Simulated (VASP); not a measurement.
Here is a VASP 6.6.1 calculation.

INCAR

```
  PREC = Accurate
  ENCUT = 520
  EDIFF = 1E-6
  ISMEAR = 0
  SIGMA = 0.01
  LREAL = False
  LASPH = True
  NELM = 60
  ALGO = Normal
  ISIF = 2
  LWAVE = False
  LCHARG = True
  GGA = PS
  LELF = True
  LVHAR = True
  NBANDS = 26
```

Contents of KPOINTS:

```
regular mesh
0
Gamma
  8 8 4
```

File POSCAR:

```
GaN
1.0
    3.2144003414      0.0000000000      0.0000000000
   -1.6072001707      2.7837523536      0.0000000000
    0.0000000000      0.0000000000      5.1542977413
Ga N
2 2
Direct
    0.3333333333      0.6666666667     -0.0008061560
    0.6666666667      0.3333333333      0.4991938440
    0.3333333333      0.6666666667      0.3758061560
    0.6666666667      0.3333333333      0.8758061560
```

Potentials or basis: VASP PAW PBE potentials, release 64 (Ga_d, N).

Launch:

```bash
$ cat potpaw_PBE.64/Ga_d/POTCAR potpaw_PBE.64/N/POTCAR > POTCAR
$ mpirun -np 1 vasp_std > vasp.out
```

(1) What does it give for the largest force?

(2) Predict the pressure.

Results:

(1) 0.158 eV/Å.

(2) -2.7 GPa.

Caveat: the cell differs from its parent crystal (in-plane strain +0.01); the PAW data sets were made with another functional, which shifts forces and pressure a little.
